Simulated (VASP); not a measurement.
**Ho2O: single point with PBE**

Crystal: Ho2O.

```
CELL_PARAMETERS angstrom
3.58723 0.00000 0.00000
0.00000 3.58723 0.00000
0.00000 0.00000 10.16609
ATOMIC_POSITIONS crystal
Ho 0.50000 0.00000 0.11929
Ho 0.50000 0.00000 0.61929
Ho 0.00000 0.50000 0.38071
Ho 0.00000 0.50000 0.88071
O 0.00000 0.00000 0.50000
O 0.50000 0.50000 0.00000
```

```yaml
Program: VASP 6.6.1
Task: single point
Functional: PBE
Potentials_or_basis: VASP PAW PBE potentials, release 64 (Ho_3, O), 4f in core
Cutoff: 600 eV
k_mesh: 8 × 8 × 4
Occupations: gaussian, width 0.1 eV
Spin: no spin polarisation
```

| Item | Value |
| --- | --- |
| Pressure | 7.9 GPa |
| Largest force | 0.155 eV/Å |
| Band gap on the k mesh | zero (bands 24 and 25 overlap by 0.08 eV) |

Forces in eV/Å, atoms in the order of the input:
```
Ho   0.000  0.000  0.155
Ho   0.000  0.000  0.155
Ho   0.000  0.000 -0.155
Ho   0.000  0.000 -0.155
O    0.000  0.000  0.000
O    0.000  0.000  0.000
```

Stress tensor (GPa, compression positive):
```
7.93 0.00 0.00
0.00 7.93 0.00
0.00 0.00 7.85
```

Levels at points of the mesh, in eV from the Fermi level:
```
           k point  band 20  band 21  band 22  band 23  band 24  band 25  band 26  band 27  band 28  band 29
(0.00, 0.00, 0.00)    -5.57    -4.09    -2.30    -2.16    -1.03     0.91     1.05     1.42     2.90     2.90
(0.50, 0.00, 0.00)    -5.73    -1.57    -1.57    -0.77    -0.77     0.65     0.65     1.94     1.94     2.35
(0.50, 0.50, 0.00)    -4.69    -0.72    -0.72     0.00     0.00     0.10     0.10     0.30     0.30     1.33
(0.00, 0.00, 0.50)    -5.57    -3.51    -3.51    -1.22    -1.22     0.69     0.69     2.54     2.54     2.92
(0.50, 0.00, 0.50)    -5.73    -1.61    -1.61    -0.62    -0.62     0.47     0.47     1.86     1.86     2.36
(0.50, 0.50, 0.50)    -4.69    -0.73    -0.73     0.04     0.04     0.04     0.04     0.32     0.32     1.31
```

It took 2.4 min on 1 thread of Intel(R) Xeon(R) 6975P-C (Granite Rapids), on a shared host, peak memory 0.36 GiB.

Caveat: the cell stands under pressure; spin-orbit coupling is left out, which moves the levels of the heavy elements; the 4f electrons are frozen in the core, so they carry no moment and show no levels; the run has no spin polarisation, though such a crystal can be magnetic. With open d or f shells a metallic result of PBE can be an artefact of self-interaction; +U or a hybrid may open a gap.
